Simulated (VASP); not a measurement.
The system is Ba.

```
Ba
1.0
    -2.58741    2.58741    2.58741
     2.58741   -2.58741    2.58741
     2.58741    2.58741   -2.58741
Ba
1
Cartesian
  0.0000 0.0000 0.0000
```

```yaml
Program: VASP 6.6.1
Task: relaxation of cell and atoms
Functional: LDA
Potentials_or_basis: VASP PAW LDA potentials, release 64 (Ba_sv)
Cutoff: 650 eV
k_mesh: 10 × 10 × 10
Occupations: gaussian, width 0.04 eV
Spin: no spin polarisation
```

At the start: pressure -1.8 GPa; volume 69.29 Å³/atom.

Question: Where does the relaxation end?

Answer: Over 20 steps the energy falls by 96.2 meV/atom and the volume is 54.53 Å³/atom (-21.3 %); space group Im-3m (No. 229, to 0.1 Å) before and after.

The path:
```csv
step,energy change (eV),largest force (eV/Å),pressure (GPa),volume (Å³)
1,0.0000,0.0000,-1.78,69.29
2,-0.0679,0.0000,-1.12,61.87
3,-0.0956,0.0000,-0.21,55.52
4,-0.0961,0.0000,0.05,54.27
5,-0.0962,0.0000,-0.01,54.55
6,-0.0962,0.0000,-0.01,54.55
7,-0.0962,0.0000,-0.01,54.55
8,-0.0962,0.0000,-0.01,54.55
9,-0.0962,0.0000,-0.01,54.55
10,-0.0962,0.0000,-0.01,54.55
11,-0.0962,0.0000,-0.01,54.55
12,-0.0962,0.0000,-0.01,54.55
13,-0.0962,0.0000,-0.01,54.55
14,-0.0962,0.0000,-0.01,54.55
15,-0.0962,0.0000,-0.01,54.55
16,-0.0962,0.0000,-0.01,54.54
17,-0.0962,0.0000,-0.01,54.54
18,-0.0962,0.0000,0.00,54.53
19,-0.0962,0.0000,0.00,54.53
20,-0.0962,0.0000,0.00,54.53
```

Final structure:
```
CELL_PARAMETERS angstrom
-2.38888 2.38888 2.38888
2.38888 -2.38888 2.38888
2.38888 2.38888 -2.38888
ATOMIC_POSITIONS crystal
Ba 0.00000 0.00000 0.00000
```

Caveat: the volume moved by over 15 % at a fixed basis, so the end points are rough.
